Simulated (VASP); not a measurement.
# CO2 (Pa-3) in VASP: further runs, part 2 of 2

VASP 6.6.1.

## (3) Electric field gradients, r2SCAN

POSCAR

```
CO2
1.0
    5.4970732800      0.0000000000      0.0000000000
    0.0000000000      5.4970732800      0.0000000000
    0.0000000000      0.0000000000      5.4970732800
C O
4 8
Direct
    0.0000000000      0.0000000000      0.0000000000
    0.5000000000      0.0000000000      0.5000000000
    0.5000000000      0.5000000000      0.0000000000
    0.0000000000      0.5000000000      0.5000000000
    0.1225369800      0.1225369800      0.1225369800
    0.3774630200      0.8774630200      0.6225369800
    0.6225369800      0.3774630200      0.8774630200
    0.8774630200      0.6225369800      0.3774630200
    0.8774630200      0.8774630200      0.8774630200
    0.6225369800      0.1225369800      0.3774630200
    0.3774630200      0.6225369800      0.1225369800
    0.1225369800      0.3774630200      0.6225369800
```

INCAR.step1

```
SYSTEM = CO2
PREC     = Accurate       ! precision mode
ENCUT    = 520            ! plane-wave cutoff, eV
ISMEAR   = -1             ! smearing method
SIGMA    = 0.02           ! smearing width, eV
LREAL    = .False.        ! projectors in reciprocal space
LASPH    = .True.         ! aspherical terms in the spheres
NELM     = 100            ! most SCF steps
NBANDS   = 44             ! bands
GGA      = PE             ! functional
ALGO     = Normal         ! electronic algorithm
EDIFF    = 1E-4           ! SCF threshold, eV
LWAVE    = .True.         ! write WAVECAR
LCHARG   = .False.        ! write CHGCAR
```

INCAR.step2

```
SYSTEM = CO2
PREC     = Accurate       ! precision mode
ENCUT    = 520            ! plane-wave cutoff, eV
EDIFF    = 1E-8           ! SCF threshold, eV
ISMEAR   = -1             ! smearing method
SIGMA    = 0.02           ! smearing width, eV
LREAL    = .False.        ! projectors in reciprocal space
LASPH    = .True.         ! aspherical terms in the spheres
NELM     = 100            ! most SCF steps
ALGO     = Normal         ! electronic algorithm
ISIF     = 2              ! what is computed and relaxed
LWAVE    = .False.        ! write WAVECAR
LCHARG   = .False.        ! write CHGCAR
METAGGA  = R2SCAN         ! meta-GGA
LMIXTAU  = .True.       
LEFG     = .True.       
NBANDS   = 44             ! bands
ISTART   = 1
```

KPOINTS

```
Automatic mesh
0
Gamma
  4 4 4
  0 0 0
```

Potentials or basis: VASP PAW PBE potentials, release 64 (C, O).

On the command line:

```bash
$ cat potpaw_PBE.64/C/POTCAR potpaw_PBE.64/O/POTCAR > POTCAR
$ cp INCAR.step1 INCAR
$ mpirun -np 1 vasp_std > vasp.out
$ cp INCAR.step2 INCAR
$ mpirun -np 1 vasp_std > vasp.out
```

OUTCAR:

```text
SYSTEM = CO2
   PREC = Accurate
   ENCUT = 520
   EDIFF = 1E-8
   ISMEAR = -1
   LREAL = .False.
   LASPH = .True.
   NELM = 100
   ISIF = 2
   METAGGA = R2SCAN
   ISTART = 1

 ion  position               nearest neighbor table
   1  0.000  0.000  0.000-   5 1.17   9 1.17
   2  0.500  0.000  0.500-   6 1.17  10 1.17
   3  0.500  0.500  0.000-   7 1.17  11 1.17
   4  0.000  0.500  0.500-   8 1.17  12 1.17
   5  0.123  0.123  0.123-   1 1.17
   6  0.377  0.877  0.623-   2 1.17
   7  0.623  0.377  0.877-   3 1.17
   8  0.877  0.623  0.377-   4 1.17
   9  0.877  0.877  0.877-   1 1.17
  10  0.623  0.123  0.377-   2 1.17
  11  0.377  0.623  0.123-   3 1.17
  12  0.123  0.377  0.623-   4 1.17

  LATTYP: Found a simple cubic cell.
 ALAT       =     5.4970732800

  Lattice vectors:

 A1 = (   5.4970732800,   0.0000000000,   0.0000000000)
 A2 = (   0.0000000000,   5.4970732800,   0.0000000000)
 A3 = (   0.0000000000,   0.0000000000,   5.4970732800)

Analysis of symmetry for initial positions (statically):
=====================================================================
 Subroutine PRICEL returns:
 Original cell was already a primitive cell.

 Routine SETGRP: Setting up the symmetry group for a
 simple cubic supercell.

 Subroutine GETGRP returns: Found 24 space group operations
 (whereof  6 operations were pure point group operations)
 out of a pool of 48 trial point group operations.

The static configuration has the point symmetry S_6 .
 The point group associated with its full space group is T_h .

[... 714 lines left out ...]
      2.74854      2.74854      0.00000         0.000000     -0.000000      0.000000
      0.00000      2.74854      2.74854         0.000000     -0.000000      0.000000
      0.67359      0.67359      0.67359         0.011812      0.011812      0.011812
      2.07494      4.82348      3.42213        -0.011812     -0.011812      0.011812
      3.42213      2.07494      4.82348         0.011812     -0.011812     -0.011812
      4.82348      3.42213      2.07494        -0.011812      0.011812     -0.011812
      4.82348      4.82348      4.82348        -0.011812     -0.011812     -0.011812
      3.42213      0.67359      2.07494         0.011812      0.011812     -0.011812
      2.07494      3.42213      0.67359        -0.011812      0.011812      0.011812
      0.67359      2.07494      3.42213         0.011812     -0.011812      0.011812
 -----------------------------------------------------------------------------------
    total drift:                                0.000000      0.000000      0.000000

  FREE ENERGIE OF THE ION-ELECTRON SYSTEM (eV)
  ---------------------------------------------------
  free  energy   TOTEN  =      -103.0561115149 eV

  energy  without entropy=     -103.0561115149  energy(sigma->0) =     -103.05611151

 Electric field gradients (V/A^2)
---------------------------------------------------------------------
 ion       V_xx      V_yy      V_zz      V_xy      V_xz      V_yz
---------------------------------------------------------------------
   1       0.000     0.000    -0.000   -28.643   -28.643   -28.643
   2       0.000     0.000    -0.000   -28.643    28.643    28.643
   3       0.000     0.000    -0.000    28.643    28.643   -28.643
   4       0.000     0.000    -0.000    28.643   -28.643    28.643
   5       0.000    -0.000     0.000    36.579    36.579    36.579
   6       0.000     0.000     0.000    36.579   -36.579   -36.579
   7       0.000    -0.000     0.000   -36.579   -36.579    36.579
   8       0.000    -0.000     0.000   -36.579    36.579   -36.579
   9       0.000     0.000     0.000    36.579    36.579    36.579
  10       0.000     0.000     0.000    36.579   -36.579   -36.579
  11       0.000     0.000     0.000   -36.579   -36.579    36.579
  12       0.000     0.000     0.000   -36.579    36.579   -36.579
---------------------------------------------------------------------

 Electric field gradients after diagonalization (V/A^2)
 (convention: |V_zz| > |V_xx| > |V_yy|)
----------------------------------------------------------------------
 ion       V_xx      V_yy      V_zz     asymmetry (V_yy - V_xx)/ V_zz
----------------------------------------------------------------------
   1      28.643    28.643   -57.286       0.000
   2      28.643    28.643   -57.286       0.000
   3      28.643    28.643   -57.286       0.000
   4      28.643    28.643   -57.286       0.000
   5     -36.579   -36.579    73.159       0.000
   6     -36.579   -36.579    73.159       0.000
   7     -36.579   -36.579    73.159       0.000
   8     -36.579   -36.579    73.159       0.000
   9     -36.579   -36.579    73.159       0.000
  10     -36.579   -36.579    73.159       0.000
  11     -36.579   -36.579    73.159       0.000
  12     -36.579   -36.579    73.159       0.000
----------------------------------------------------------------------

           NMR quadrupolar parameters

 Cq : quadrupolar parameter    Cq=e*Q*V_zz/h
 eta: asymmetry parameters     (V_yy - V_xx)/ V_zz
 Q  : nuclear electric quadrupole moment in mb (millibarn)
----------------------------------------------------------------------
 ion       Cq(MHz)       eta       Q (mb)
----------------------------------------------------------------------
   1      -0.139       0.000       1.000
   2      -0.139       0.000       1.000
   3      -0.139       0.000       1.000
   4      -0.139       0.000       1.000
   5       0.177       0.000       1.000
   6       0.177       0.000       1.000
   7       0.177       0.000       1.000
   8       0.177       0.000       1.000
   9       0.177       0.000       1.000
  10       0.177       0.000       1.000
  11       0.177       0.000       1.000
  12       0.177       0.000       1.000
----------------------------------------------------------------------
```

Wall time 18 min (1 thread of AMD EPYC 7R13, shared host); peak memory 0.27 GiB.

What came out:

```yaml
Free_energy: -103.0561 eV
Pressure: 0.2 GPa
Largest_force: 0.020 eV/Å
Band_gap_on_the_k_mesh: 7.47 eV, direct
```

Forces on the atoms (eV/Å):
```
C    0.000  0.000  0.000
C    0.000  0.000  0.000
C    0.000  0.000  0.000
C    0.000  0.000  0.000
O    0.012  0.012  0.012
O   -0.012 -0.012  0.012
O    0.012 -0.012 -0.012
O   -0.012  0.012 -0.012
O   -0.012 -0.012 -0.012
O    0.012  0.012 -0.012
O   -0.012  0.012  0.012
O    0.012 -0.012  0.012
```

Levels at points of the mesh, in eV from the valence-band top:
```csv
k point,band 29,band 30,band 31,band 32,band 33,band 34,band 35,band 36
"(0.00, 0.00, 0.00)",-0.23,-0.23,0.00,0.00,7.47,8.64,8.64,8.64
"(0.50, 0.00, 0.00)",-0.35,-0.35,-0.08,-0.08,8.58,8.58,8.85,8.85
"(0.50, 0.50, 0.00)",-0.32,-0.32,-0.32,-0.32,8.57,8.57,8.57,8.57
"(0.50, 0.50, 0.50)",-0.37,-0.37,-0.37,-0.37,8.56,8.56,8.56,8.56
```

Electric field gradients, principal values (V/Å²):
```tsv
atom	least	middle	greatest (by size)
1 C	28.643	28.643	-57.286
2 C	28.643	28.643	-57.286
3 C	28.643	28.643	-57.286
4 C	28.643	28.643	-57.286
5 O	-36.579	-36.579	73.159
6 O	-36.579	-36.579	73.159
7 O	-36.579	-36.579	73.159
8 O	-36.579	-36.579	73.159
9 O	-36.579	-36.579	73.159
10 O	-36.579	-36.579	73.159
11 O	-36.579	-36.579	73.159
12 O	-36.579	-36.579	73.159
```

Caveat: without QUAD_EFG the Cq values of the log hold for a quadrupole moment of 1 mb, not for the nuclei; the PAW data sets were made with another functional, which shifts forces and pressure a little. A k mesh can miss the band edges.
